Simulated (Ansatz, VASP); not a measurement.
## One calculation of Tl, two programs

Contents of INCAR:

```
SYSTEM = Tl
ALGO     = Normal         ! electronic algorithm
EDIFF    = 1E-6           ! SCF threshold, eV
ENCUT    = 500            ! plane-wave cutoff, eV
GGA      = PE             ! functional
GGA_COMPAT= .False.      
ISIF     = 2              ! what is computed and relaxed
ISMEAR   = 1              ! smearing method
IVDW     = 12             ! dispersion correction
LASPH    = .True.         ! aspherical terms in the spheres
LCHARG   = .True.         ! write CHGCAR
LNONCOLLINEAR= .True.         ! non-collinear magnetism
LORBIT   = 11             ! projections on sites
LREAL    = .False.        ! projectors in reciprocal space
LVHAR    = .True.       
LWAVE    = .False.        ! write WAVECAR
MAGMOM   = 0.289 0.289 0.289 -0.144 -0.144 -0.144 ! initial moments
NBANDS   = 38             ! bands
NELM     = 200            ! most SCF steps
PREC     = Accurate       ! precision mode
SIGMA    = 0.05           ! smearing width, eV
```

Contents of KPOINTS:

```
k-points
0
Gamma
  9 9 5
  0 0 0
```

The input POSCAR:

```
Tl
1.0
    3.5237819143      0.0000000000      0.0000000000
   -1.7618909571      3.0516846552      0.0000000000
    0.0000000000      0.0000000000      5.6333608439
Tl
2
Direct
    0.6666666667      0.3333333333      0.7500000000
    0.3333333333      0.6666666667      0.2500000000
```

Contents of input.yaml:

```yaml
crystal:
  lattice:
    - [3.5237819143, 0.0, 0.0]
    - [-1.7618909571, 3.0516846552, 0.0]
    - [0.0, 0.0, 5.6333608439]
  atoms:
    - { symbol: Tl, position: [0.6666666667, 0.3333333333, 0.75], spin: 0.501, spin_axis: [0.289, 0.289, 0.289] }
    - { symbol: Tl, position: [0.3333333333, 0.6666666667, 0.25], spin: 0.249, spin_axis: [-0.144, -0.144, -0.144] }
hamiltonian:
  xc: pbe
  pseudopotentials: { kind: paw }
  dispersion: d3bj
magnetization:
  noncollinear: true
  spin_orbit: false
kpoints:
  mp_grid: { grid: [9, 9, 5] }
scf:
  occupations: { method: cold, width: 0.05 }
output:
  forces: true
  stress: true
  eigenvalues: true
```

Alike in both runs: task single point; functional PBE; dispersion D3(BJ); k mesh 9 × 9 × 5; non-collinear spin.

```csv
,VASP,Ansatz
version,VASP 6.6.1,Ansatz 0.2.0
potentials or method,"VASP PAW PBE potentials, release 64 (Tl_d)",Ansatz PAW
plane-wave cutoff (eV),500,420
occupations,"methfessel-paxton of order 1, width 0.05 eV","cold, width 0.05 eV"
valence electrons in the cell,26,26
```

```tsv
	VASP	Ansatz	Ansatz less VASP
gap on the k mesh at the Fermi level (eV)	none	none	-
pressure (GPa)	-0.6	-0.6	+0.05
traceless stress, the component that is largest in VASP (GPa)	0.37	0.47	+0.098
net moment per atom (μB)	0.00	0.00	-0.001
```

A gap of «none» marks a metal or a gap that the smearing closes.

Spin-orbit coupling is off throughout.
